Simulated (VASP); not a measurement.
Write the native input for VASP 6.6.1 that does the following.

```yaml
Task: single point
Functional: PBEsol
Potentials_or_basis: VASP PAW PBE potentials, release 64 (Hf_pv)
Cutoff: 520 eV
k_mesh: 18 × 18 × 10
Occupations: gaussian, width 0.15 eV
Spin: no spin polarisation
Dipole_correction: no
Further_INCAR_settings: ALGO = Normal; EDIFF = 1e-06; NBANDS = 17
```

The structure of Hf lies in POSCAR:

```
Hf
1.0
    2.8370699402      0.0000000000      0.0000000000
   -1.4185349701      2.4569746406      0.0000000000
    0.0000000000      0.0000000000      5.0578000000
Hf
2
Direct
    0.3333333333      0.6666666667      0.2500000000
    0.6666666667      0.3333333333      0.7500000000
```

This cell differs from its parent crystal: strain -0.1125 x Voigt [1, 1, 0, 0, 0, 0].

One way to write it, as run:

INCAR

```
PREC     = Accurate       # precision mode
ENCUT    = 520            # plane-wave cutoff, eV
EDIFF    = 1E-6           # SCF threshold, eV
ISMEAR   = 0              # smearing method
SIGMA    = 0.15           # smearing width, eV
LREAL    = False          # projectors in reciprocal space
LASPH    = True           # aspherical terms in the spheres
NELM     = 60             # most SCF steps
ALGO     = Normal         # electronic algorithm
ISIF     = 2              # what is computed and relaxed
LWAVE    = False          # write WAVECAR
LCHARG   = False          # write CHGCAR
GGA      = PS             # functional
NBANDS   = 17             # bands
```

KPOINTS

```
Automatic mesh
0
Gamma
  18 18 10
```

Potentials or basis: VASP PAW PBE potentials, release 64 (Hf_pv).

The run is started by

```console
$ cat potpaw_PBE.64/Hf_pv/POTCAR > POTCAR
$ mpirun -np 1 vasp_std > vasp.out
```

Results of the run:

```yaml
Pressure: 30.6 GPa
Band_gap_on_the_k_mesh: zero (bands 10 and 11 overlap by 1.12 eV)
```

Caveat: the cell differs from its parent crystal (strain -0.1125 x Voigt [1, 1, 0, 0, 0, 0]); the cell stands under pressure; the PAW data sets were made with another functional, which shifts forces and pressure a little; spin-orbit coupling is left out, which moves the levels of the heavy elements.

It took 32 s on 1 thread of Intel(R) Xeon(R) 6975P-C (Granite Rapids), with other jobs on the host, peak memory 0.24 GiB.
